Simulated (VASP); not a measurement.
# SnTe (F-43m) in VASP: settings compared, part 2 of 2

VASP 6.6.1.

### 5 Single point, HSE06

POSCAR reads:

```
SnTe
1.0
    0.0000000000      3.6111460000      3.6111460000
    3.6111460000      0.0000000000      3.6111460000
    3.6111460000      3.6111460000      0.0000000000
Te Sn
1 1
Direct
    0.2500000000      0.2500000000      0.2500000000
    0.0000000000      0.0000000000      0.0000000000
```

INCAR.step1 reads:

```
SYSTEM = SnTe
PREC = Accurate
ENCUT = 520
EDIFF = 1E-5
ISMEAR = -1
SIGMA = 0.05
LREAL = .FALSE.
LASPH = .TRUE.
NELM = 100
ALGO = Normal
ISIF = 2
LWAVE = .TRUE.
LCHARG = .FALSE.
GGA = PE
NBANDS = 17
```

INCAR.step2 reads:

```
SYSTEM = SnTe
PREC = Accurate
ENCUT = 520
EDIFF = 1E-6
ISMEAR = -1
SIGMA = 0.05
LREAL = .FALSE.
LASPH = .TRUE.
NELM = 100
ALGO = Normal
ISIF = 2
LWAVE = .FALSE.
LCHARG = .FALSE.
GGA = PE
LHFCALC = .TRUE.
HFSCREEN = 0.2079
PRECFOCK = Normal
ISTART = 1
NBANDS = 17
```

KPOINTS reads:

```
regular mesh
0
G
  4 4 4
  0 0 0
```

Launch:

```console
$ cat potpaw_PBE.64/Te/POTCAR potpaw_PBE.64/Sn_d/POTCAR > POTCAR
$ cp INCAR.step1 INCAR
$ mpirun -np 1 vasp_std > vasp.out
$ cp INCAR.step2 INCAR
$ mpirun -np 1 vasp_std > vasp.out
```

Wall time 13 min (1 thread of Intel Xeon 6975P-C (Granite Rapids), shared host); peak memory 0.35 GiB.

Results (log left out):

| Item | Value |
| --- | --- |
| Free energy | -8.4415 eV |
| Pressure | -0.7 GPa |
| Band gap on the k mesh | 0.37 eV (least direct gap 1.14 eV) |

Levels at points of the mesh, in eV from the valence-band top:
| k point | band 6 | band 7 | band 8 | band 9 | band 10 | band 11 | band 12 | band 13 | band 14 | band 15 |
| --- | --- | --- | --- | --- | --- | --- | --- | --- | --- | --- |
| (0.00, 0.00, 0.00) | -12.79 | -5.64 | -2.28 | -2.28 | -2.28 | 1.34 | 1.34 | 1.34 | 4.49 | 6.99 |
| (0.50, 0.00, 0.00) | -12.17 | -7.78 | -2.86 | -2.86 | -2.24 | 2.20 | 2.20 | 3.92 | 6.09 | 6.88 |
| (0.50, 0.50, 0.00) | -11.91 | -8.19 | -3.58 | -3.58 | -0.78 | 0.37 | 4.50 | 4.50 | 5.91 | 6.92 |

Caveat: the PAW data sets were made with another functional, which shifts forces and pressure a little; spin-orbit coupling is left out, which moves the levels of the heavy elements. A k mesh can miss the band edges.

### 6 Single point, r2SCAN0

POSCAR is that of step 5.

INCAR.step1 reads:

```
ALGO     = Normal         # electronic algorithm
EDIFF    = 1E-5           # SCF threshold, eV
ENCUT    = 520            # plane-wave cutoff, eV
GGA      = PE             # functional
ISIF     = 2              # what is computed and relaxed
ISMEAR   = -1             # smearing method
LASPH    = True           # aspherical terms in the spheres
LCHARG   = False          # write CHGCAR
LREAL    = False          # projectors in reciprocal space
LWAVE    = True           # write WAVECAR
NBANDS   = 17             # bands
NELM     = 100            # most SCF steps
PREC     = Accurate       # precision mode
SIGMA    = 0.05           # smearing width, eV
```

INCAR.step2 reads:

```
AEXX     = 0.25           # exact-exchange fraction
ALGO     = Normal         # electronic algorithm
EDIFF    = 1E-6           # SCF threshold, eV
ENCUT    = 520            # plane-wave cutoff, eV
ISIF     = 2              # what is computed and relaxed
ISMEAR   = -1             # smearing method
ISTART   = 1            
LASPH    = True           # aspherical terms in the spheres
LCHARG   = False          # write CHGCAR
LHFCALC  = True           # exact exchange
LMIXTAU  = True         
LREAL    = False          # projectors in reciprocal space
LWAVE    = False          # write WAVECAR
METAGGA  = R2SCAN         # meta-GGA
NBANDS   = 17             # bands
NELM     = 100            # most SCF steps
PREC     = Accurate       # precision mode
PRECFOCK = Normal       
SIGMA    = 0.05           # smearing width, eV
```

KPOINTS reads:

```
k-points
0
Gamma
  4 4 4
```

Potentials or basis: VASP PAW PBE potentials, release 64 (Te, Sn_d).

Launch:

```console
$ cat potpaw_PBE.64/Te/POTCAR potpaw_PBE.64/Sn_d/POTCAR > POTCAR
$ cp INCAR.step1 INCAR
$ mpirun -np 1 vasp_std > vasp.out
$ cp INCAR.step2 INCAR
$ mpirun -np 1 vasp_std > vasp.out
```

OUTCAR:

```text
AEXX = 0.25
   EDIFF = 1E-6
   ENCUT = 520
   ISIF = 2
   ISMEAR = -1
   ISTART = 1
   LASPH = True
   LHFCALC = True
   LREAL = False
   METAGGA = R2SCAN
   NELM = 100
   PREC = Accurate
   PRECFOCK = Normal

 ion  position               nearest neighbor table
   1  0.250  0.250  0.250-   2 3.13   2 3.13   2 3.13   2 3.13
   2  0.000  0.000  0.000-   1 3.13   1 3.13   1 3.13   1 3.13

  LATTYP: Found a face centered cubic cell.
 ALAT       =     7.2222920000

  Lattice vectors:

 A1 = (   0.0000000000,   3.6111460000,   3.6111460000)
 A2 = (   3.6111460000,   0.0000000000,   3.6111460000)
 A3 = (   3.6111460000,   3.6111460000,   0.0000000000)

Analysis of symmetry for initial positions (statically):
=====================================================================
 Subroutine PRICEL returns:
 Original cell was already a primitive cell.

 Routine SETGRP: Setting up the symmetry group for a
 face centered cubic supercell.

 Subroutine GETGRP returns: Found 24 space group operations
 (whereof 24 operations were pure point group operations)
 out of a pool of 48 trial point group operations.

The static configuration has the point symmetry T_d .

Analysis of symmetry for dynamics (positions and initial velocities):
=====================================================================
 Subroutine PRICEL returns:
 Original cell was already a primitive cell.

 Routine SETGRP: Setting up the symmetry group for a
 face centered cubic supercell.

 Subroutine GETGRP returns: Found 24 space group operations
 (whereof 24 operations were pure point group operations)
 out of a pool of 48 trial point group operations.

The dynamic configuration has the point symmetry T_d .

 Subroutine INISYM returns: Found 24 space group operations
 (whereof 24 operations are pure point group operations),
 and found     1 'primitive' translations

----------------------------------------------------------------------------------------
[... 102 lines left out ...]
   LHFCALC =     T    Hartree Fock is set to
   PRECFOCK=normal    Normal, Fast or Accurate (Low or Medium for compatibility)
   ENCUT4O =  -1.0   cutoff for four orbital integrals eV
   NKREDX  =     1    reduce k-point grid by
   NKREDY  =     1    reduce k-point grid by
   NKREDZ  =     1    reduce k-point grid by
   AEXX    =    0.2500 exact exchange contribution
   HFSCREEN=    0.0000 screening length (either q_TF or 0.3 A-1)
   HFSCREENC=   0.0000 screening length for correlation (either q_TF or 0.3 A-1)
   ENCUTFOCK=  -1.0 apply spherical cutoff to Coloumb kernel
   IVDW    =     0    specifies the selected vdW correction
   LEPSILON=     F    determine dielectric tensor
   LRPA    =     F    only Hartree local field effects (RPA)
 non-spin polarized calculation
  energy-cutoff  :      520.00
  volume of cell :       94.18
 maximum number of plane-waves:      2637
 NGX is ok and might be reduce to    40
  NGX = 30; NGY = 30; NGZ = 30

 number of electron      19.9999999 magnetization

 Free energy of the ion-electron system (eV)
  ---------------------------------------------------
  ext. energy  EPLUGINS =         0.00000000
  ---------------------------------------------------
  free energy    TOTEN  =       -41.92381351 eV

  energy without entropy =      -41.92380817  energy(sigma->0) =      -41.92381084

 E-fermi :   3.1503     XC(G=0):  -6.2599

 val. band max:        2.6210849988   @ k =  -0.2500   0.5000   0.2500
 cond. band min:       3.6453073267   @ k =   0.5000   0.5000   0.0000
 fundamental gap:      1.0242223279
 Fermi energy:         3.1502999707

 k-point     1 :       0.0000    0.0000    0.0000
  band No.  band energies     occupation
      1     -22.1245      2.00000
      2     -22.1245      2.00000
      3     -22.1245      2.00000
      4     -22.1099      2.00000
      5     -22.1099      2.00000
      6     -10.6188      2.00000
[... 137 lines left out ...]
      4     -22.1105      2.00000
      5     -22.1095      2.00000
      6      -9.6875      2.00000
[... 9 lines left out ...]
     16      12.0573      0.00000
     17      12.1092      0.00000

------------------------ aborting loop because EDIFF is reached ----------------------------------------

  FORCE on cell =-STRESS in cart. coord.  units (eV):
  Direction    XX          YY          ZZ          XY          YZ          ZX
  --------------------------------------------------------------------------------------
  -------------------------------------------------------------------------------------
  Total       -0.6268134     -0.6268134     -0.6268134      0.0000000      0.0000000      0.0000000
  in kB      -10.6631056    -10.6631056    -10.6631056      0.0000000      0.0000000      0.0000000
  external PRESSURE =     -10.6631056 kB  Pullay stress =       0.0000000 kB

 VOLUME and BASIS-vectors are now :
 -----------------------------------------------------------------------------
  energy-cutoff  :      520.00
  volume of cell :       94.18
      direct lattice vectors                 reciprocal lattice vectors
     0.000000000  3.611146000  3.611146000    -0.138460201  0.138460201  0.138460201
     3.611146000  0.000000000  3.611146000     0.138460201 -0.138460201  0.138460201
     3.611146000  3.611146000  0.000000000     0.138460201  0.138460201 -0.138460201

 POSITION                                       TOTAL-FORCE (eV/Angst)
 -----------------------------------------------------------------------------------
      1.80557      1.80557      1.80557        -0.000000     -0.000000     -0.000000
      0.00000      0.00000      0.00000         0.000000      0.000000      0.000000
 -----------------------------------------------------------------------------------
    total drift:                               -0.000006     -0.000043     -0.000026

  FREE ENERGIE OF THE ION-ELECTRON SYSTEM (eV)
  ---------------------------------------------------
  free  energy   TOTEN  =       -41.9238135121 eV

  energy  without entropy=      -41.9238081656  energy(sigma->0) =      -41.92381084
```

Wall time 12 min (1 thread of Intel Xeon 6975P-C (Granite Rapids), shared host); peak memory 0.28 GiB.

What came out:

```
Free energy            : -41.9238 eV
Pressure               : -1.1 GPa
Band gap on the k mesh : 1.02 eV (least direct gap 1.86 eV)
```

Levels at points of the mesh, in eV from the valence-band top:
```
           k point  band 7  band 8  band 9  band 10  band 11  band 12  band 13  band 14
(0.00, 0.00, 0.00)   -5.78   -2.43   -2.43    -2.43     2.04     2.04     2.04     5.20
(0.50, 0.00, 0.00)   -8.10   -3.04   -3.04    -2.35     2.94     2.94     4.73     6.84
(0.50, 0.50, 0.00)   -8.53   -3.79   -3.79    -0.83     1.02     5.34     5.34     6.76
```

Caveat: the PAW data sets were made with another functional, which shifts forces and pressure a little; spin-orbit coupling is left out, which moves the levels of the heavy elements.

### 7 Overview

| task | level | cell | k mesh | cutoff (eV) | grid for exact exchange (PRECFOCK) | share of exact exchange | screening parameter | gap on the mesh (eV) | pressure (GPa) |
| --- | --- | --- | --- | --- | --- | --- | --- | --- | --- |
| relaxation of cell and atoms | PBEsol | relaxed to 10 GPa | 7 × 7 × 7 | 600 | - | - | - | none | 10.0 |
| relaxation of cell and atoms | PBEsol | relaxed to 20 GPa | 7 × 7 × 7 | 600 | - | - | - | none | 20.0 |
| relaxation of cell and atoms | PBEsol | relaxed to 30 GPa | 7 × 7 × 7 | 600 | - | - | - | none | 30.0 |
| single point | HSE06 | as given | 4 × 4 × 4 | 520 | Normal | 0.25 | 0.2079 1/Å | 0.37 | -0.7 |
| single point | r2SCAN0 | as given | 4 × 4 × 4 | 520 | Normal | 0.25 | - | 1.02 | -1.1 |

Alike in all rows: potentials or basis VASP PAW PBE potentials, release 64 (Te, Sn_d); no spin polarisation; smearing fermi-dirac 0.05 eV.

Caveats: the PAW data sets were made with another functional, which shifts forces and pressure a little; spin-orbit coupling is left out, which moves the levels of the heavy elements; the cell is relaxed towards a set pressure, so the run minimises the enthalpy, not the energy (at least some runs); semilocal functionals underestimate gaps, and a narrow one can read as zero (at least some runs).

Absolute energies hang on the potentials; compare differences alone.

The gap in the log of VASP goes by the Fermi energy; the results here count the filled bands.